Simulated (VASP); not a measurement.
# TiPdSe4 (P4mm) in VASP: single point with PBE

Aim: the single point of TiPdSe4 with PBE.

All numbers are computed with VASP 6.6.1; they aren't measurements. Logs are shortened: lines on timing, memory, paths and dates and some standing lists are left out, and cuts for length are marked.

## 1. The cell of the first run

The structure is tetragonal, space group P4mm (No. 99). Conventional cell: a = 5.012 Å, b = 5.012 Å, c = 5.174 Å, α = 90.00°, β = 90.00°, γ = 90.00°. Ti (site symmetry 4mm) has 6 Se at 2.24 to 2.94 Å within 3.0 Å. Pd (site symmetry 4mm) has 6 Se at 2.47 to 2.78 Å within 3.3 Å. Within 3.3 Å of Se (site symmetry 4mm) lie 2 Pd at 2.47 to 2.71 Å and 4 Se at 2.92 Å. Within 3.4 Å of Se (site symmetry 2mm) lie 2 Ti at 2.61 Å and 2 Pd at 2.78 Å and 4 Se at 2.92 to 3.34 Å. Within 3.0 Å of Se (site symmetry 4mm) lie 2 Ti at 2.24 to 2.94 Å.

## 2. Single point, PBE, collinear spin, ferromagnetic start

INCAR reads:

```
SYSTEM = TiPdSe4
  PREC = Accurate
  ENCUT = 520
  EDIFF = 1E-7
  ISMEAR = 0
  SIGMA = 0.15
  LREAL = .FALSE.
  LASPH = .TRUE.
  NELM = 150
  ALGO = Normal
  ISIF = 2
  LWAVE = .FALSE.
  LCHARG = .FALSE.
  ISPIN = 2
  MAGMOM = 1 0 0 0 0 0
  LORBIT = 11
  LMAXMIX = 4
  GGA = PE
  NBANDS = 36
```

KPOINTS reads:

```
Automatic mesh
0
G
  3 3 2
  0 0 0
```

POSCAR reads:

```
TiPdSe4
1.0
    5.0116699675      0.0000000000      0.0000000000
    0.0000000000      5.0116699675      0.0000000000
    0.0000000000      0.0000000000      5.1741512718
Ti Pd Se
1 1 4
Direct
    0.5000000000      0.5000000000      0.1061585971
    0.0000000000      0.0000000000      1.0121693586
    0.0000000000      0.0000000000      0.5353433093
    0.5000000000      0.0000000000      0.2470019929
    0.0000000000      0.5000000000      0.2470019929
    0.5000000000      0.5000000000      0.6741707392
```

Potentials or basis: VASP PAW PBE potentials, release 64 (Ti_sv, Pd, Se).

Run with:

```console
$ cat potpaw_PBE.64/Ti_sv/POTCAR potpaw_PBE.64/Pd/POTCAR potpaw_PBE.64/Se/POTCAR > POTCAR
$ mpirun -np 1 vasp_std > vasp.out
```

OUTCAR:

```text
SYSTEM = TiPdSe4
   PREC = Accurate
   ENCUT = 520
   EDIFF = 1E-7
   ISMEAR = 0
   LREAL = .FALSE.
   LASPH = .TRUE.
   NELM = 150
   ISIF = 2
   ISPIN = 2
   LORBIT = 11
   GGA = PE

 ion  position               nearest neighbor table
   1  0.500  0.500  0.106-   6 2.24   5 2.61   4 2.61   4 2.61   5 2.61
   2  0.000  0.000  0.012-   3 2.47   3 2.71   4 2.78   5 2.78   5 2.78   4 2.78
   3  0.000  0.000  0.535-   2 2.47   2 2.71
   4  0.500  0.000  0.247-   1 2.61   1 2.61   2 2.78   2 2.78
   5  0.000  0.500  0.247-   1 2.61   1 2.61   2 2.78   2 2.78
   6  0.500  0.500  0.674-   1 2.24

  LATTYP: Found a simple tetragonal cell.
 ALAT       =     5.0116699675
 C/A-ratio  =     1.0324205914

  Lattice vectors:

 A1 = (   5.0116699675,   0.0000000000,   0.0000000000)
 A2 = (   0.0000000000,   5.0116699675,   0.0000000000)
 A3 = (   0.0000000000,   0.0000000000,   5.1741512718)

Analysis of symmetry for initial positions (statically):
=====================================================================
 Subroutine PRICEL returns:
 Original cell was already a primitive cell.

 Routine SETGRP: Setting up the symmetry group for a
 simple tetragonal supercell.

 Subroutine GETGRP returns: Found  8 space group operations
 (whereof  8 operations were pure point group operations)
 out of a pool of 16 trial point group operations.

The static configuration has the point symmetry C_4v.

Analysis of symmetry for dynamics (positions and initial velocities):
=====================================================================
 Subroutine PRICEL returns:
 Original cell was already a primitive cell.

 Routine SETGRP: Setting up the symmetry group for a
 simple tetragonal supercell.

 Subroutine GETGRP returns: Found  8 space group operations
 (whereof  8 operations were pure point group operations)
 out of a pool of 16 trial point group operations.

The dynamic configuration has the point symmetry C_4v.

Analysis of structural, dynamic, and magnetic symmetry:
=====================================================================
 Subroutine PRICEL returns:
 Original cell was already a primitive cell.

 Routine SETGRP: Setting up the symmetry group for a
 simple tetragonal supercell.

 Subroutine GETGRP returns: Found  8 space group operations
 (whereof  8 operations were pure point group operations)
 out of a pool of 16 trial point group operations.

The overall configuration has the point symmetry C_4v.

 Subroutine INISYM returns: Found  8 space group operations
 (whereof  8 operations are pure point group operations),
 and found     1 'primitive' translations

----------------------------------------------------------------------------------------

                                     Primitive cell

  volume of cell :     129.9583

  direct lattice vectors                    reciprocal lattice vectors
     5.011669967  0.000000000  0.000000000     0.199534288  0.000000000  0.000000000
     0.000000000  5.011669967  0.000000000     0.000000000  0.199534288  0.000000000
     0.000000000  0.000000000  5.174151272     0.000000000  0.000000000  0.193268412

  length of vectors
     5.011669967  5.011669967  5.174151272     0.199534288  0.199534288  0.193268412

  position of ions in fractional coordinates (direct lattice)
     0.500000000  0.500000000  0.106158597
     0.000000000  0.000000000  0.012169359
     0.000000000  0.000000000  0.535343309
     0.500000000  0.000000000  0.247001993
     0.000000000  0.500000000  0.247001993
     0.500000000  0.500000000  0.674170739

  ion indices of the primitive-cell ions
   primitive index   ion index
                 1           1
                 2           2
                 3           3
                 4           4
                 5           5
                 6           6

----------------------------------------------------------------------------------------

 KPOINTS: Automatic mesh

Automatic generation of k-mesh.
 Grid dimensions read from file:
 generate k-points for:    3    3    2

 Generating k-lattice:

  Cartesian coordinates                     Fractional coordinates (reciprocal lattice)
     0.066511429  0.000000000  0.000000000     0.333333333  0.000000000  0.000000000
     0.000000000  0.066511429  0.000000000     0.000000000  0.333333333  0.000000000
     0.000000000  0.000000000  0.096634206     0.000000000  0.000000000  0.500000000

  Length of vectors
     0.066511429  0.066511429  0.096634206

  Shift w.r.t. Gamma in fractional coordinates (k-lattice)
     0.000000000  0.000000000  0.000000000

 Subroutine IBZKPT returns following result:
 ===========================================

 Found      6 irreducible k-points:

 Following reciprocal coordinates:
            Coordinates               Weight
  0.000000  0.000000  0.000000      1.000000
  0.333333  0.000000  0.000000      4.000000
  0.333333  0.333333  0.000000      4.000000
  0.000000  0.000000  0.500000      1.000000
  0.333333  0.000000  0.500000      4.000000
  0.333333  0.333333  0.500000      4.000000
   k-points           NKPTS =      6   k-points in BZ     NKDIM =      6   number of bands    NBANDS=     36
   number of dos      NEDOS =    301   number of ions     NIONS =      6
   total plane-waves  NPLWV =  64000
   dimension x,y,z NGX =    40 NGY =   40 NGZ =   40
   dimension x,y,z NGXF=    80 NGYF=   80 NGZF=   80
   ions per type =               1   1   4
   NGX,Y,Z   is equivalent  to a cutoff of  13.27, 13.27, 12.85 a.u.
   NGXF,Y,Z  is equivalent  to a cutoff of  26.54, 26.54, 25.70 a.u.
 SYSTEM =  TiPdSe4
   PREC   = accura    normal or accurate (medium, high low for compatibility)
   ISTART =      0    job   : 0-new  1-cont  2-samecut
   ICHARG =      2    charge: 1-file 2-atom 10-const
   ISPIN  =      2    spin polarized calculation?
   LNONCOLLINEAR =      F non collinear calculations
   LSORBIT =      F    spin-orbit coupling
   LASPH  =      T    aspherical Exc in radial PAW
   ENCUT  =  520.0 eV  38.22 Ry    6.18 a.u.   9.32  9.32  9.62*2*pi/ulx,y,z
   NELM   =    150;   NELMIN=  2; NELMDL= -5     # of ELM steps
   EDIFF  = 0.1E-06   stopping-criterion for ELM
   LREAL  =      F    real-space projection
   EDIFFG = 0.1E-05   stopping-criterion for IOM
   NSW    =      0    number of steps for IOM
   IBRION =     -1    ionic relax: 0-MD 1-quasi-New 2-CG
   NFREE  =      0    steps in history (QN), initial steepest desc. (CG)
   ISIF   =      2    stress and relaxation
   ISYM   =      2    0-nonsym 1-usesym 2-fastsym
   POTIM  = 0.5000    time-step for ionic-motion
   TEBEG  =    0.0;   TEEND  =   0.0 temperature during run
   PSTRESS=    0.0 pullay stress
   NELECT =      46.0000    total number of electrons
   NUPDOWN=      -1.0000    fix difference up-down
   EMIN   =  10.00;   EMAX   =-10.00  energy-range for DOS
   EFERMI =   0.00;   METHOD = LEGACY
   ISMEAR =     0;   SIGMA  =   0.15  broadening in eV -4-tet -1-fermi 0-gaus
   EFERMI_NEDOS =   21; number of points for ismear=-14 and -15
   IALGO  =     38    algorithm
   IMIX   =      4    mixing-type and parameters
     AMIX     =   0.40;   BMIX     =  1.00
     AMIX_MAG =   1.60;   BMIX_MAG =  1.00
  volume/ion in A,a.u.               =      21.66       146.17
  Fermi-wavevector in a.u.,A,eV,Ry     =   1.158047  2.188391 18.246396  1.341072
  Thomas-Fermi vector in A             =   2.294653
   LORBIT       =     11    0 simple, 1 ext, 2 COOP (PROOUT), +10 PAW based schemes
   GGA     = PE    functional components
   LHFCALC =     F    Hartree Fock is set to
   AEXX    =    0.0000 exact exchange contribution
   IVDW    =     0    specifies the selected vdW correction
   LEPSILON=     F    determine dielectric tensor
   LRPA    =     F    only Hartree local field effects (RPA)
 spin polarized calculation
 Gauss-broadening in eV      SIGMA  =   0.15
  energy-cutoff  :      520.00
  volume of cell :      129.96
 maximum number of plane-waves:      3527
 NGX is ok and might be reduce to    40
   NGX = 19   NGY = 19   NGZ = 19

 number of electron      45.9999989 magnetization      -0.0000588

 number of electron      45.9999989 magnetization       0.0000170

 Free energy of the ion-electron system (eV)
  ---------------------------------------------------
  ext. energy  EPLUGINS =         0.00000000
  ---------------------------------------------------
  free energy    TOTEN  =       -28.87911771 eV

  energy without entropy =      -28.83406770  energy(sigma->0) =      -28.85659271

 E-fermi :   4.9071     XC(G=0): -10.1527

 val. band max:        4.8133906332   @ k =   0.3333   0.0000   0.5000
 cond. band min:       5.0043769324   @ k =   0.3333   0.0000   0.0000
 fundamental gap:      0.1909862991
 Fermi energy:         4.9071238830

 spin component 1

 k-point     1 :       0.0000    0.0000    0.0000
  band No.  band energies     occupation
      1     -52.5526      1.00000
      2     -28.8361      1.00000
      3     -28.8361      1.00000
      4     -28.8021      1.00000
      5      -9.8308      1.00000
      6      -7.8205      1.00000
[... 27 lines left out ...]
     34      11.2277      0.00000
     35      11.2277      0.00000

 k-point     2 :       0.3333    0.0000    0.0000
  band No.  band energies     occupation
      1     -52.5526      1.00000
      2     -28.8379      1.00000
      3     -28.8361      1.00000
      4     -28.8021      1.00000
      5      -9.4143      1.00000
      6      -8.2658      1.00000
[... 27 lines left out ...]
     34      11.5745      0.00000
     35      12.2616      0.00000
[... 112 lines left out ...]
     34      12.3870      0.00000
     35      12.6900      0.00000

 k-point     6 :       0.3333    0.3333    0.5000
  band No.  band energies     occupation
      1     -52.5526      1.00000
      2     -28.8377      1.00000
      3     -28.8377      1.00000
      4     -28.8031      1.00000
      5      -8.8465      1.00000
      6      -8.1503      1.00000
[... 27 lines left out ...]
     34      11.8050      0.00000
     35      12.5816      0.00000
 Fermi energy:         4.9071238830

 spin component 2

 k-point     1 :       0.0000    0.0000    0.0000
  band No.  band energies     occupation
      1     -52.5526      1.00000
      2     -28.8361      1.00000
      3     -28.8361      1.00000
      4     -28.8021      1.00000
      5      -9.8308      1.00000
      6      -7.8205      1.00000
[... 27 lines left out ...]
     34      11.2277      0.00000
     35      11.2277      0.00000

 k-point     2 :       0.3333    0.0000    0.0000
  band No.  band energies     occupation
      1     -52.5526      1.00000
      2     -28.8379      1.00000
      3     -28.8360      1.00000
      4     -28.8020      1.00000
      5      -9.4143      1.00000
      6      -8.2658      1.00000
[... 27 lines left out ...]
     34      11.5744      0.00000
     35      12.2616      0.00000
[... 112 lines left out ...]
     34      12.3870      0.00000
     35      12.6900      0.00000

 k-point     6 :       0.3333    0.3333    0.5000
  band No.  band energies     occupation
      1     -52.5526      1.00000
      2     -28.8377      1.00000
      3     -28.8377      1.00000
      4     -28.8031      1.00000
      5      -8.8465      1.00000
      6      -8.1503      1.00000
[... 27 lines left out ...]
     34      11.8050      0.00000
     35      12.5816      0.00000
 [bands above 35 left out]

------------------------ aborting loop because EDIFF is reached ----------------------------------------

  FORCE on cell =-STRESS in cart. coord.  units (eV):
  Direction    XX          YY          ZZ          XY          YZ          ZX
  --------------------------------------------------------------------------------------
  -------------------------------------------------------------------------------------
  Total        0.0249488      0.0249488      0.2386607      0.0000000      0.0000000      0.0000000
  in kB        0.3075781      0.3075781      2.9423031      0.0000000      0.0000000      0.0000000
  external PRESSURE =       1.1858198 kB  Pullay stress =       0.0000000 kB

 VOLUME and BASIS-vectors are now :
 -----------------------------------------------------------------------------
  energy-cutoff  :      520.00
  volume of cell :      129.96
      direct lattice vectors                 reciprocal lattice vectors
     5.011669967  0.000000000  0.000000000     0.199534288  0.000000000  0.000000000
     0.000000000  5.011669967  0.000000000     0.000000000  0.199534288  0.000000000
     0.000000000  0.000000000  5.174151272     0.000000000  0.000000000  0.193268412

 POSITION                                       TOTAL-FORCE (eV/Angst)
 -----------------------------------------------------------------------------------
      2.50583      2.50583      0.54928        -0.000000     -0.000000      0.091736
      0.00000      0.00000      0.06297        -0.000000      0.000000     -0.038351
      0.00000      0.00000      2.76995         0.000000      0.000000     -0.009121
      2.50583      0.00000      1.27803        -0.000000      0.000000      0.014790
      0.00000      2.50583      1.27803        -0.000000     -0.000000      0.014790
      2.50583      2.50583      3.48826        -0.000000      0.000000     -0.073846
 -----------------------------------------------------------------------------------
    total drift:                                0.000000     -0.000000      0.000281

  FREE ENERGIE OF THE ION-ELECTRON SYSTEM (eV)
  ---------------------------------------------------
  free  energy   TOTEN  =       -28.8791177083 eV

  energy  without entropy=      -28.8340677022  energy(sigma->0) =      -28.85659271

 total charge

# of ion       s       p       d       tot
------------------------------------------
    1        2.179   6.136   1.910  10.225
    2        0.352   0.351   8.552   9.255
    3        1.508   2.125   0.056   3.689
    4        1.489   2.230   0.049   3.768
    5        1.489   2.230   0.049   3.768
    6        1.479   2.353   0.027   3.859
--------------------------------------------------
tot          8.496  15.425  10.643  34.564

 magnetization (x)

# of ion       s       p       d       tot
------------------------------------------
    1        0.000   0.000   0.000   0.000
    2       -0.000  -0.000   0.000   0.000
    3        0.000   0.000  -0.000   0.000
    4       -0.000  -0.000   0.000  -0.000
    5       -0.000  -0.000   0.000  -0.000
    6        0.000  -0.000   0.000  -0.000
--------------------------------------------------
tot          0.000   0.000   0.000   0.000
```

It took 81 s on 1 thread of AMD EPYC 9R45 (Zen 5), shared host; peak memory 0.27 GiB.

Results:

```yaml
Free_energy: -28.8791 eV
Pressure: 0.1 GPa
Largest_force: 0.092 eV/Å
Band_gap_on_the_k_mesh: zero (filled and empty bands overlap)
Net_moment: 0.00 μB per cell
Valence_electrons_inside_the_program's_atomic_spheres: Ti 10.22; Pd 9.26; Se 3.69, 3.77, 3.86
```

Forces on the atoms (eV/Å):
```
Ti   0.000  0.000  0.092
Pd   0.000  0.000 -0.038
Se   0.000  0.000 -0.009
Se   0.000  0.000  0.015
Se   0.000  0.000  0.015
Se   0.000  0.000 -0.074
```

Stress tensor (GPa, compression positive):
```
0.03 0.00 0.00
0.00 0.03 0.00
0.00 0.00 0.29
```

Caveat: the k points lie up to 0.61 Å⁻¹ apart.
